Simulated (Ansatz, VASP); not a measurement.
## Ni: VASP beside Ansatz

The input INCAR:

```
SYSTEM = Ni
  PREC = Accurate
  ENCUT = 600
  EDIFF = 1E-6
  ISMEAR = -1
  SIGMA = 0.05
  LREAL = .False.
  LASPH = .True.
  NELM = 200
  ALGO = Normal
  ISIF = 2
  LWAVE = .False.
  LCHARG = .False.
  ISPIN = 2
  MAGMOM = 0.65 0.694 0.694
  LORBIT = 11
  LMAXMIX = 4
  GGA = PE
  NBANDS = 26
  GGA_COMPAT = .False.
```

File KPOINTS:

```
regular mesh
0
Gamma
  10 10 15
  0 0 0
```

POSCAR

```
Ni
1.0
    4.0434714296      0.0000000000      0.0000000000
   -2.0217357148      3.5017489775      0.0000000000
    0.0000000000      0.0000000000      2.4503480506
Ni
3
Direct
    0.0000000000      0.0000000000      0.0000000000
    0.3333333333      0.6666666667      0.5000000000
    0.6666666667      0.3333333333      0.5000000000
```

Input for Ansatz:

```yaml
crystal:
  lattice:
    - [4.0434714296, 0.0, 0.0]
    - [-2.0217357148, 3.5017489775, 0.0]
    - [0.0, 0.0, 2.4503480506]
  atoms:
    - { symbol: Ni, position: [0.0, 0.0, 0.0], spin: 0.65 }
    - { symbol: Ni, position: [0.3333333333, 0.6666666667, 0.5], spin: 0.694 }
    - { symbol: Ni, position: [0.6666666667, 0.3333333333, 0.5], spin: 0.694 }
hamiltonian:
  xc: pbe
  pseudopotentials:
    kind: paw
    azcp:
      Ni: "pseudopotentials/Ni.paw.azcp"
basis:
  ecutwfc: 420
  fft_grid_basis: typed
kpoints:
  mp_grid: { grid: [10, 10, 15], shift: [0, 0, 0] }
magnetization:
  spin_polarized: true
scf:
  occupations: { method: fermi_dirac, width: 0.05 }
  lower_state_search: "off"
output:
  stress: true
```

Alike in both runs: task single point; functional PBE; k mesh 10 × 10 × 15; occupations fermi-dirac, width 0.05 eV; collinear spin.

|  | VASP | Ansatz |
| --- | --- | --- |
| version | VASP 6.6.1 | Ansatz 0.2.0 |
| potentials or method | VASP PAW PBE potentials, release 64 (Ni), cutoff 600 eV | plane waves (420 eV) with PAW, scalar-relativistic |
| valence electrons in the cell | 30 | 54 |

VASP gave:

* pressure (GPa): -6.8
* traceless stress, the component that is largest in VASP (GPa): 0.23
* net moment per atom (μB): 0.64
* size of the moment on the site where the two differ most (μB): 0.66

Q: Which values does Ansatz return?

A: Pressure (GPa): -6.8; traceless stress, the component that is largest in VASP (GPa): 0.32; net moment per atom (μB): 0.65; size of the moment on the site where the two differ most (μB): 0.71.

Site moments also hang on the region over which each program counts them. With one functional, cell and mesh, what is left measures potentials, basis and numerics. VASP's potentials hold 30 valence electrons a cell and Ansatz's 54, so a difference there can come from the potentials and not from the codes.
